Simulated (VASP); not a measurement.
# Mn (Im-3m) in VASP: further runs

The runs below take Mn through single point, with PBE.

All numbers are computed with VASP 6.6.1; they aren't measurements. Logs are shortened: lines on timing, memory, paths and dates and some standing lists are left out, and cuts for length are marked.

### Step 1. The cell of the first run

Symmetry: Im-3m, No. 229, cubic system. The conventional cell has a = 2.800 Å, b = 2.800 Å, c = 2.800 Å, α = 90.00°, β = 90.00°, γ = 90.00°. Within 3.2 Å of Mn (site symmetry m-3m) lie 14 Mn at 2.42 to 2.80 Å.

### Step 2. Single point, PBE, collinear spin, antiferromagnetic start

INCAR reads:

```
ALGO     = Normal         # electronic algorithm
EDIFF    = 1E-7           # SCF threshold, eV
ENCUT    = 520            # plane-wave cutoff, eV
GGA      = PE             # functional
ISIF     = 2              # what is computed and relaxed
ISMEAR   = 0              # smearing method
ISPIN    = 2              # spin polarisation
LASPH    = T              # aspherical terms in the spheres
LCHARG   = F              # write CHGCAR
LMAXMIX  = 4              # l up to which the mixer works
LORBIT   = 11             # projections on sites
LREAL    = F              # projectors in reciprocal space
LWAVE    = F              # write WAVECAR
MAGMOM   = 1 -1           # initial moments
NBANDS   = 24             # bands
NELM     = 150            # most SCF steps
PREC     = Accurate       # precision mode
SIGMA    = 0.1            # smearing width, eV
```

KPOINTS reads:

```
k-points
0
Gamma
  4 4 4
```

POSCAR reads:

```
Mn
1.0
    2.8000000000      0.0000000000      0.0000000000
    0.0000000000      2.8000000000      0.0000000000
    0.0000000000      0.0000000000      2.8000000000
Mn
2
Direct
    0.0000000000      0.0000000000      0.0000000000
    0.5000000000      0.5000000000      0.5000000000
```

Potentials or basis: VASP PAW PBE potentials, release 64 (Mn_pv).

On the command line:

```bash
cat potpaw_PBE.64/Mn_pv/POTCAR > POTCAR
mpirun -np 1 vasp_std > vasp.out
```

OUTCAR:

```text
EDIFF = 1E-7
   ENCUT = 520
   GGA = PE
   ISIF = 2
   ISMEAR = 0
   ISPIN = 2
   LASPH = T
   LORBIT = 11
   LREAL = F
   NELM = 150
   PREC = Accurate

 ion  position               nearest neighbor table
   1  0.000  0.000  0.000-   2 2.42   2 2.42   2 2.42   2 2.42   2 2.42   2 2.42   2 2.42   2 2.42

   2  0.500  0.500  0.500-   1 2.42   1 2.42   1 2.42   1 2.42   1 2.42   1 2.42   1 2.42   1 2.42

  LATTYP: Found a simple cubic cell.
 ALAT       =     2.8000000000

  Lattice vectors:

 A1 = (   2.8000000000,   0.0000000000,   0.0000000000)
 A2 = (   0.0000000000,   2.8000000000,   0.0000000000)
 A3 = (   0.0000000000,   0.0000000000,   2.8000000000)

Analysis of symmetry for initial positions (statically):
=====================================================================
 Subroutine PRICEL returns following result:

  LATTYP: Found a body centered cubic cell.
 ALAT       =     2.8000000000

  Lattice vectors:

 A1 = (   1.4000000000,   1.4000000000,  -1.4000000000)
 A2 = (  -1.4000000000,   1.4000000000,   1.4000000000)
 A3 = (   1.4000000000,  -1.4000000000,   1.4000000000)

   2 primitive cells build up your supercell.

 Routine SETGRP: Setting up the symmetry group for a
 simple cubic supercell.

 Subroutine GETGRP returns: Found 48 space group operations
 (whereof 48 operations were pure point group operations)
 out of a pool of 48 trial point group operations.

The static configuration has the point symmetry O_h .

Analysis of symmetry for dynamics (positions and initial velocities):
=====================================================================
 Subroutine PRICEL returns following result:

  LATTYP: Found a body centered cubic cell.
 ALAT       =     2.8000000000

  Lattice vectors:

 A1 = (   1.4000000000,   1.4000000000,  -1.4000000000)
 A2 = (  -1.4000000000,   1.4000000000,   1.4000000000)
 A3 = (   1.4000000000,  -1.4000000000,   1.4000000000)

   2 primitive cells build up your supercell.

 Routine SETGRP: Setting up the symmetry group for a
 simple cubic supercell.

 Subroutine GETGRP returns: Found 48 space group operations
 (whereof 48 operations were pure point group operations)
 out of a pool of 48 trial point group operations.

The dynamic configuration has the point symmetry O_h .

Analysis of structural, dynamic, and magnetic symmetry:
=====================================================================
 Subroutine PRICEL returns following result:

  LATTYP: Found a body centered cubic cell.
 ALAT       =     2.8000000000

  Lattice vectors:

 A1 = (   1.4000000000,   1.4000000000,  -1.4000000000)
 A2 = (  -1.4000000000,   1.4000000000,   1.4000000000)
 A3 = (   1.4000000000,  -1.4000000000,   1.4000000000)

   2 primitive cells build up your supercell.

 Routine SETGRP: Setting up the symmetry group for a
 simple cubic supercell.

 Subroutine GETGRP returns: Found 48 space group operations
 (whereof 48 operations were pure point group operations)
 out of a pool of 48 trial point group operations.

The overall configuration has the point symmetry O_h .

 Subroutine INISYM returns: Found 48 space group operations
 (whereof 48 operations are pure point group operations),
 and found     2 'primitive' translations

----------------------------------------------------------------------------------------

                                     Primitive cell

  volume of cell :      10.9760

  direct lattice vectors                    reciprocal lattice vectors
     1.400000000  1.400000000 -1.400000000     0.357142857  0.357142857  0.000000000
    -1.400000000  1.400000000  1.400000000    -0.000000000  0.357142857  0.357142857
     1.400000000 -1.400000000  1.400000000     0.357142857  0.000000000  0.357142857

  length of vectors
     2.424871131  2.424871131  2.424871131     0.505076272  0.505076272  0.505076272

  position of ions in fractional coordinates (direct lattice)
     0.000000000  0.000000000  0.000000000

  ion indices of the primitive-cell ions
   primitive index   ion index
                 1           1

----------------------------------------------------------------------------------------

 KPOINTS: k-points

Automatic generation of k-mesh.
 Grid dimensions read from file:
 generate k-points for:    4    4    4

 Generating k-lattice:

  Cartesian coordinates                     Fractional coordinates (reciprocal lattice)
     0.089285714  0.000000000  0.000000000     0.250000000  0.000000000  0.000000000
     0.000000000  0.089285714  0.000000000     0.000000000  0.250000000  0.000000000
     0.000000000  0.000000000  0.089285714     0.000000000  0.000000000  0.250000000

  Length of vectors
     0.089285714  0.089285714  0.089285714

  Shift w.r.t. Gamma in fractional coordinates (k-lattice)
     0.000000000  0.000000000  0.000000000

 Subroutine IBZKPT returns following result:
 ===========================================

 Found     10 irreducible k-points:

 Following reciprocal coordinates:
            Coordinates               Weight
  0.000000  0.000000  0.000000      1.000000
  0.250000  0.000000  0.000000      6.000000
  0.500000  0.000000  0.000000      3.000000
  0.250000  0.250000  0.000000     12.000000
  0.500000  0.250000  0.000000     12.000000
  0.500000  0.500000  0.000000      3.000000
  0.250000  0.250000  0.250000      8.000000
  0.500000  0.250000  0.250000     12.000000
  0.500000  0.500000  0.250000      6.000000
  0.500000  0.500000  0.500000      1.000000
   k-points           NKPTS =     10   k-points in BZ     NKDIM =     10   number of bands    NBANDS=     24
   number of dos      NEDOS =    301   number of ions     NIONS =      2
   total plane-waves  NPLWV =  13824
   dimension x,y,z NGX =    24 NGY =   24 NGZ =   24
   dimension x,y,z NGXF=    48 NGYF=   48 NGZF=   48
   ions per type =               2
   NGX,Y,Z   is equivalent  to a cutoff of  14.25, 14.25, 14.25 a.u.
   NGXF,Y,Z  is equivalent  to a cutoff of  28.50, 28.50, 28.50 a.u.
 SYSTEM =  unknown system
   PREC   = accura    normal or accurate (medium, high low for compatibility)
   ISTART =      0    job   : 0-new  1-cont  2-samecut
   ICHARG =      2    charge: 1-file 2-atom 10-const
   ISPIN  =      2    spin polarized calculation?
   LNONCOLLINEAR =      F non collinear calculations
   LSORBIT =      F    spin-orbit coupling
[... 5 lines left out ...]
   EDIFFG = 0.1E-05   stopping-criterion for IOM
   NSW    =      0    number of steps for IOM
   IBRION =     -1    ionic relax: 0-MD 1-quasi-New 2-CG
   NFREE  =      0    steps in history (QN), initial steepest desc. (CG)
   ISIF   =      2    stress and relaxation
   ISYM   =      2    0-nonsym 1-usesym 2-fastsym
   POTIM  = 0.5000    time-step for ionic-motion
   TEBEG  =    0.0;   TEEND  =   0.0 temperature during run
   PSTRESS=    0.0 pullay stress
   NELECT =      26.0000    total number of electrons
   NUPDOWN=      -1.0000    fix difference up-down
   EMIN   =  10.00;   EMAX   =-10.00  energy-range for DOS
   EFERMI =   0.00;   METHOD = LEGACY
   ISMEAR =     0;   SIGMA  =   0.10  broadening in eV -4-tet -1-fermi 0-gaus
   EFERMI_NEDOS =   21; number of points for ismear=-14 and -15
   IALGO  =     38    algorithm
   IMIX   =      4    mixing-type and parameters
     AMIX     =   0.40;   BMIX     =  1.00
     AMIX_MAG =   1.60;   BMIX_MAG =  1.00
  volume/ion in A,a.u.               =      10.98        74.07
  Fermi-wavevector in a.u.,A,eV,Ry     =   1.732106  3.273207 40.820101  3.000193
  Thomas-Fermi vector in A             =   2.806346
   LORBIT       =     11    0 simple, 1 ext, 2 COOP (PROOUT), +10 PAW based schemes
   GGA     = PE    functional components
   LHFCALC =     F    Hartree Fock is set to
   AEXX    =    0.0000 exact exchange contribution
   IVDW    =     0    specifies the selected vdW correction
   LEPSILON=     F    determine dielectric tensor
   LRPA    =     F    only Hartree local field effects (RPA)
 spin polarized calculation
 Gauss-broadening in eV      SIGMA  =   0.10
  energy-cutoff  :      520.00
  volume of cell :       21.95
 maximum number of plane-waves:       624
 NGX is ok and might be reduce to    24
   NGX = 11   NGY = 11   NGZ = 11

 number of electron      26.0000024 magnetization      -0.0000000

 number of electron      26.0000024 magnetization       0.0000000

 Free energy of the ion-electron system (eV)
  ---------------------------------------------------
  ext. energy  EPLUGINS =         0.00000000
  ---------------------------------------------------
  free energy    TOTEN  =       -17.62909513 eV

  energy without entropy =      -17.60212141  energy(sigma->0) =      -17.61560827

 E-fermi :  10.6629     XC(G=0): -13.8825

 val. band max:       10.6109912433   @ k =   0.2500   0.2500   0.0000
 cond. band min:      10.6665957663   @ k =   0.2500   0.2500   0.0000
 fundamental gap:      0.0556045230
 Fermi energy:        10.6629362648

 spin component 1

 k-point     1 :       0.0000    0.0000    0.0000
  band No.  band energies     occupation
      1     -37.8532      1.00000
      2     -37.8532      1.00000
      3     -37.8532      1.00000
      4     -37.3535      1.00000
      5     -37.3535      1.00000
      6     -37.3535      1.00000
[... 16 lines left out ...]
     23      33.6473      0.00000
     24      34.0840      0.00000

 k-point     2 :       0.2500    0.0000    0.0000
  band No.  band energies     occupation
      1     -37.8430      1.00000
      2     -37.7761      1.00000
      3     -37.7761      1.00000
      4     -37.4915      1.00000
      5     -37.4226      1.00000
      6     -37.4226      1.00000
[... 16 lines left out ...]
     23      31.0957      0.00000
     24      33.6982      0.00000
[... 187 lines left out ...]
     23      26.7488      0.00000
     24      26.7488      0.00000

 k-point    10 :       0.5000    0.5000    0.5000
  band No.  band energies     occupation
      1     -37.7057      1.00000
      2     -37.7057      1.00000
      3     -37.7057      1.00000
      4     -37.7056      1.00000
      5     -37.7056      1.00000
      6     -37.7056      1.00000
[... 16 lines left out ...]
     23      22.7397      0.00000
     24      22.7397      0.00000
 Fermi energy:        10.6629362648

 spin component 2

 k-point     1 :       0.0000    0.0000    0.0000
  band No.  band energies     occupation
      1     -37.8532      1.00000
      2     -37.8532      1.00000
      3     -37.8532      1.00000
      4     -37.3535      1.00000
      5     -37.3535      1.00000
      6     -37.3535      1.00000
[... 16 lines left out ...]
     23      33.6473      0.00000
     24      34.0840      0.00000

 k-point     2 :       0.2500    0.0000    0.0000
  band No.  band energies     occupation
      1     -37.8430      1.00000
      2     -37.7761      1.00000
      3     -37.7761      1.00000
      4     -37.4915      1.00000
      5     -37.4226      1.00000
      6     -37.4226      1.00000
[... 16 lines left out ...]
     23      31.0957      0.00000
     24      33.6982      0.00000
[... 187 lines left out ...]
     23      26.7488      0.00000
     24      26.7488      0.00000

 k-point    10 :       0.5000    0.5000    0.5000
  band No.  band energies     occupation
      1     -37.7057      1.00000
      2     -37.7057      1.00000
      3     -37.7057      1.00000
      4     -37.7056      1.00000
      5     -37.7056      1.00000
      6     -37.7056      1.00000
[... 16 lines left out ...]
     23      22.7397      0.00000
     24      22.7397      0.00000

------------------------ aborting loop because EDIFF is reached ----------------------------------------

  FORCE on cell =-STRESS in cart. coord.  units (eV):
  Direction    XX          YY          ZZ          XY          YZ          ZX
  --------------------------------------------------------------------------------------
  -------------------------------------------------------------------------------------
  Total       -0.6969686     -0.6969686     -0.6969686     -0.0000000     -0.0000000      0.0000000
  in kB      -50.8685924    -50.8685924    -50.8685924     -0.0000000     -0.0000000      0.0000000
  external PRESSURE =     -50.8685924 kB  Pullay stress =       0.0000000 kB

 VOLUME and BASIS-vectors are now :
 -----------------------------------------------------------------------------
  energy-cutoff  :      520.00
  volume of cell :       21.95
      direct lattice vectors                 reciprocal lattice vectors
     2.800000000  0.000000000  0.000000000     0.357142857  0.000000000  0.000000000
     0.000000000  2.800000000  0.000000000     0.000000000  0.357142857  0.000000000
     0.000000000  0.000000000  2.800000000     0.000000000  0.000000000  0.357142857

 POSITION                                       TOTAL-FORCE (eV/Angst)
 -----------------------------------------------------------------------------------
      0.00000      0.00000      0.00000         0.000000      0.000000     -0.000000
      1.40000      1.40000      1.40000        -0.000000     -0.000000      0.000000
 -----------------------------------------------------------------------------------
    total drift:                                0.000000      0.000000     -0.000000

  FREE ENERGIE OF THE ION-ELECTRON SYSTEM (eV)
  ---------------------------------------------------
  free  energy   TOTEN  =       -17.6290951341 eV

  energy  without entropy=      -17.6021214094  energy(sigma->0) =      -17.61560827

 total charge

# of ion       s       p       d       tot
------------------------------------------
    1        0.410   6.374   5.158  11.943
    2        0.410   6.374   5.158  11.943
--------------------------------------------------
tot          0.820  12.749  10.317  23.886

 magnetization (x)

# of ion       s       p       d       tot
------------------------------------------
    1       -0.000   0.000  -0.000  -0.000
    2        0.000  -0.000   0.000   0.000
--------------------------------------------------
tot          0.000   0.000   0.000   0.000
```

Run time: 18 s. Hardware: 1 thread of Intel Xeon 6975P-C, shared host; peak memory 0.14 GiB.

What came out:

```yaml
Free_energy: -17.6291 eV
Pressure: -5.1 GPa
Band_gap_on_the_k_mesh: zero (filled and empty bands overlap)
Net_moment: 0.00 μB per cell
Valence_electrons_inside_the_program's_atomic_spheres: Mn 11.94
```

Levels at points of the mesh, in eV from the Fermi level:
Spin up:
| k point | band 10 | band 11 | band 12 | band 13 | band 14 | band 15 |
| --- | --- | --- | --- | --- | --- | --- |
| (0.00, 0.00, 0.00) | -1.59 | -1.59 | -1.59 | 0.30 | 0.30 | 1.50 |
| (0.50, 0.00, 0.00) | -2.36 | -1.10 | -1.10 | -1.10 | -1.10 | -0.11 |
| (0.50, 0.50, 0.00) | -3.01 | 0.29 | 0.29 | 0.50 | 0.50 | 0.59 |
| (0.50, 0.50, 0.50) | -2.93 | -2.93 | -2.93 | 0.65 | 0.65 | 0.65 |
Spin down:
```tsv
k point	band 10	band 11	band 12	band 13	band 14	band 15
(0.00, 0.00, 0.00)	-1.59	-1.59	-1.59	0.30	0.30	1.50
(0.50, 0.00, 0.00)	-2.36	-1.10	-1.10	-1.10	-1.10	-0.11
(0.50, 0.50, 0.00)	-3.01	0.29	0.29	0.50	0.50	0.59
(0.50, 0.50, 0.50)	-2.93	-2.93	-2.93	0.65	0.65	0.65
```

Caveat: the k points lie up to 0.56 Å⁻¹ apart.

### Step 3. Single point, PBE, collinear spin, antiferromagnetic start

INCAR reads:

```
PREC     = Accurate       # precision mode
ENCUT    = 520            # plane-wave cutoff, eV
EDIFF    = 1E-6           # SCF threshold, eV
ISMEAR   = 0              # smearing method
SIGMA    = 0.1            # smearing width, eV
LREAL    = False          # projectors in reciprocal space
LASPH    = True           # aspherical terms in the spheres
NELM     = 150            # most SCF steps
ALGO     = Normal         # electronic algorithm
ISIF     = 2              # what is computed and relaxed
LWAVE    = False          # write WAVECAR
LCHARG   = False          # write CHGCAR
ISPIN    = 2              # spin polarisation
MAGMOM   = 2.4 -2.4       # initial moments
LORBIT   = 11             # projections on sites
LMAXMIX  = 4              # l up to which the mixer works
GGA      = PE             # functional
NBANDS   = 24             # bands
```

KPOINTS reads:

```
regular mesh
0
Gamma
  4 4 4
```

POSCAR is that of step 2.

Potentials or basis: VASP PAW PBE potentials, release 64 (Mn_pv).

On the command line:

```bash
cat potpaw_PBE.64/Mn_pv/POTCAR > POTCAR
mpirun -np 1 vasp_std > vasp.out
```

It took 16 s on 1 thread of Intel Xeon 6975P-C, shared host; peak memory 0.14 GiB.

It converged, with:

```
Free energy                                           : -17.6291 eV
Pressure                                              : -5.1 GPa
Band gap on the k mesh                                : zero (filled and empty bands overlap)
Net moment                                            : 0.00 μB per cell
Valence electrons inside the program's atomic spheres : Mn 11.94
```

Levels at points of the mesh, in eV from the Fermi level:
Spin up:
```tsv
k point	band 8	band 9	band 10	band 11	band 12	band 13	band 14	band 15	band 16	band 17
(0.00, 0.00, 0.00)	-4.73	-4.73	-1.59	-1.59	-1.59	0.30	0.30	1.50	1.50	1.50
(0.50, 0.00, 0.00)	-4.64	-2.36	-2.36	-1.11	-1.11	-1.10	-1.10	-0.11	-0.11	1.63
(0.50, 0.50, 0.00)	-4.92	-3.01	-3.01	0.29	0.29	0.50	0.50	0.59	0.59	1.85
(0.50, 0.50, 0.50)	-2.93	-2.93	-2.93	-2.93	-2.93	0.65	0.65	0.65	0.65	9.62
```
Spin down:
| k point | band 10 | band 11 | band 12 | band 13 | band 14 | band 15 |
| --- | --- | --- | --- | --- | --- | --- |
| (0.00, 0.00, 0.00) | -1.59 | -1.59 | -1.59 | 0.30 | 0.30 | 1.50 |
| (0.50, 0.00, 0.00) | -2.36 | -1.11 | -1.11 | -1.10 | -1.10 | -0.11 |
| (0.50, 0.50, 0.00) | -3.01 | 0.29 | 0.29 | 0.50 | 0.50 | 0.59 |
| (0.50, 0.50, 0.50) | -2.93 | -2.93 | -2.93 | 0.65 | 0.65 | 0.65 |

Caveat: the k points lie up to 0.56 Å⁻¹ apart; the starting moments collapsed, and a magnetic state may lie lower.

### Step 4. Single point, PBE, collinear spin, antiferromagnetic start

INCAR reads:

```
SYSTEM = Mn
PREC = Accurate
ENCUT = 520
EDIFF = 1E-7
ISMEAR = 0
SIGMA = 0.1
LREAL = .False.
LASPH = .True.
NELM = 150
ALGO = Normal
ISIF = 2
LWAVE = .False.
LCHARG = .True.
ISPIN = 2
MAGMOM = 2 -2
LORBIT = 11
LMAXMIX = 4
GGA = PE
LELF = .True.
LVHAR = .True.
NBANDS = 24
```

KPOINTS reads:

```
Automatic mesh
0
Gamma
  4 4 4
  0 0 0
```

POSCAR is that of step 3.

On the command line:

```bash
cat potpaw_PBE.64/Mn_pv/POTCAR > POTCAR
mpirun -np 1 vasp_std > vasp.out
```

It took 21 s on 1 thread of Intel Xeon 6975P-C, shared host; peak memory 0.15 GiB.

Results (log left out):

```yaml
Free_energy: -17.6291 eV
Pressure: -5.1 GPa
Band_gap_on_the_k_mesh: zero (filled and empty bands overlap)
Net_moment: 0.00 μB per cell
Valence_electrons_inside_the_program's_atomic_spheres: Mn 11.94
```

Levels at points of the mesh, in eV from the Fermi level:
Spin up:
| k point | band 9 | band 10 | band 11 | band 12 | band 13 | band 14 | band 15 | band 16 |
| --- | --- | --- | --- | --- | --- | --- | --- | --- |
| (0.00, 0.00, 0.00) | -4.73 | -1.59 | -1.59 | -1.59 | 0.30 | 0.30 | 1.50 | 1.50 |
| (0.50, 0.00, 0.00) | -2.36 | -2.36 | -1.10 | -1.10 | -1.10 | -1.10 | -0.11 | -0.11 |
| (0.50, 0.50, 0.00) | -3.01 | -3.01 | 0.29 | 0.29 | 0.50 | 0.50 | 0.59 | 0.59 |
| (0.50, 0.50, 0.50) | -2.93 | -2.93 | -2.93 | -2.93 | 0.65 | 0.65 | 0.65 | 0.65 |
Spin down:
| k point | band 8 | band 9 | band 10 | band 11 | band 12 | band 13 | band 14 | band 15 | band 16 | band 17 |
| --- | --- | --- | --- | --- | --- | --- | --- | --- | --- | --- |
| (0.00, 0.00, 0.00) | -4.73 | -4.73 | -1.59 | -1.59 | -1.59 | 0.30 | 0.30 | 1.50 | 1.50 | 1.50 |
| (0.50, 0.00, 0.00) | -4.64 | -2.36 | -2.36 | -1.10 | -1.10 | -1.10 | -1.10 | -0.11 | -0.11 | 1.63 |
| (0.50, 0.50, 0.00) | -4.92 | -3.01 | -3.01 | 0.29 | 0.29 | 0.50 | 0.50 | 0.59 | 0.59 | 1.85 |
| (0.50, 0.50, 0.50) | -2.93 | -2.93 | -2.93 | -2.93 | -2.93 | 0.65 | 0.65 | 0.65 | 0.65 | 9.62 |

Caveat: the k points lie up to 0.56 Å⁻¹ apart; the starting moments collapsed, and a magnetic state may lie lower.
